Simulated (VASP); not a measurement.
Set up this calculation in VASP 6.6.1, as the native input.

| Property | Result |
| --- | --- |
| Task | single point |
| Functional | PBE |
| Potentials or basis | VASP PAW PBE potentials, release 64 (Nd_3, Sc_sv, Sb), 4f in core |
| Cutoff | 500 eV |
| k mesh | 4 × 4 × 4 |
| Occupations | gaussian, width 0.1 eV |
| Spin | no spin polarisation |
| Dipole correction | no |
| Further INCAR settings | ALGO = Normal; EDIFF = 1e-06; NBANDS = 24 |

The structure of NdScSb2 lies in POSCAR:

```
NdScSb2
1.0
    4.0343318700      0.0000000000      0.0000000000
    0.0000000000      4.0343318700      0.0000000000
    0.0000000000      0.0000000000      5.3812250000
Nd Sc Sb
1 1 2
Direct
    0.0000000000      0.0000000000      0.0000000000
    0.5000000000      0.5000000000      0.5000000000
    0.0000000000      0.0000000000      0.5000000000
    0.5000000000      0.5000000000      0.0000000000
```

The cell was generated, and may not be a known phase.

These files were run (other wordings do the same):

INCAR

```
SYSTEM = NdScSb2
PREC     = Accurate       ! precision mode
ENCUT    = 500            ! plane-wave cutoff, eV
EDIFF    = 1E-6           ! SCF threshold, eV
ISMEAR   = 0              ! smearing method
SIGMA    = 0.1            ! smearing width, eV
LREAL    = .FALSE.        ! projectors in reciprocal space
LASPH    = .TRUE.         ! aspherical terms in the spheres
NELM     = 200            ! most SCF steps
ALGO     = Normal         ! electronic algorithm
ISIF     = 2              ! what is computed and relaxed
LWAVE    = .FALSE.        ! write WAVECAR
LCHARG   = .FALSE.        ! write CHGCAR
GGA      = PE             ! functional
NBANDS   = 24             ! bands
GGA_COMPAT= .FALSE.      
LMAXMIX  = 6              ! l up to which the mixer works
```

KPOINTS

```
Automatic mesh
0
G
  4 4 4
  0 0 0
```

Potentials or basis: VASP PAW PBE potentials, release 64 (Nd_3, Sc_sv, Sb), 4f in core.

Command:

```bash
$ cat potpaw_PBE.64/Nd_3/POTCAR potpaw_PBE.64/Sc_sv/POTCAR potpaw_PBE.64/Sb/POTCAR > POTCAR
$ mpirun -np 1 vasp_std > vasp.out
```

Results of the run:

```json
{"Pressure": "31.6 GPa", "Band gap on the k mesh": "zero (bands 16 and 17 overlap by 0.94 eV)"}
```

Caveat: the k points lie up to 0.39 Å⁻¹ apart, too coarse for converged energies and pressures of a metal; spin-orbit coupling is left out, which moves the levels of the heavy elements; the 4f electrons are frozen in the core, so they carry no moment and show no levels.

Wall time 55 s on 1 thread of AMD EPYC 7R43 64-Core Processor (Zen 3), with other jobs on the host, peak memory 0.17 GiB.
